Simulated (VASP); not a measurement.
Here is a VASP 6.6.1 calculation.

INCAR

```
SYSTEM = AlRu
ALGO     = Normal         ! electronic algorithm
EDIFF    = 1E-6           ! SCF threshold, eV
ENCUT    = 520            ! plane-wave cutoff, eV
GGA      = PE             ! functional
ISIF     = 2              ! what is computed and relaxed
ISMEAR   = -1             ! smearing method
LASPH    = .TRUE.         ! aspherical terms in the spheres
LCHARG   = .FALSE.        ! write CHGCAR
LREAL    = .FALSE.        ! projectors in reciprocal space
LWAVE    = .FALSE.        ! write WAVECAR
NBANDS   = 34             ! bands
NELM     = 100            ! most SCF steps
PREC     = Accurate       ! precision mode
SIGMA    = 0.1            ! smearing width, eV
```

The input KPOINTS:

```
k-points
0
G
  12 9 1
  0 0 0
```

Contents of POSCAR:

```
AlRu
1.0
    3.0043569640      0.0000000000      0.0000000000
    0.0000000000      4.2488023648      0.0000000000
    0.0000000000      0.0000000000     20.2488000000
Ru Al
3 3
Direct
    0.7500000000      0.2500000000      0.3968935069
    0.7500000000      0.7500000000      0.5000000006
    0.7500000000      0.2500000000      0.6031064846
    0.2500000000      0.7500000000      0.3960081436
    0.2500000000      0.2500000000      0.4999999842
    0.2500000000      0.7500000000      0.6039918800
```

Potentials or basis: VASP PAW PBE potentials, release 64 (Ru_pv, Al).

Command:

```console
$ cat potpaw_PBE.64/Ru_pv/POTCAR potpaw_PBE.64/Al/POTCAR > POTCAR
$ mpirun -np 1 vasp_std > vasp.out
```

Estimate the largest force.

0.010 eV/Å.

Forces in eV/Å, atoms in the order of the input:
```
Ru   0.000  0.000 -0.010
Ru   0.000  0.000  0.000
Ru   0.000  0.000  0.010
Al   0.000  0.000  0.005
Al   0.000  0.000  0.000
Al   0.000  0.000 -0.005
```
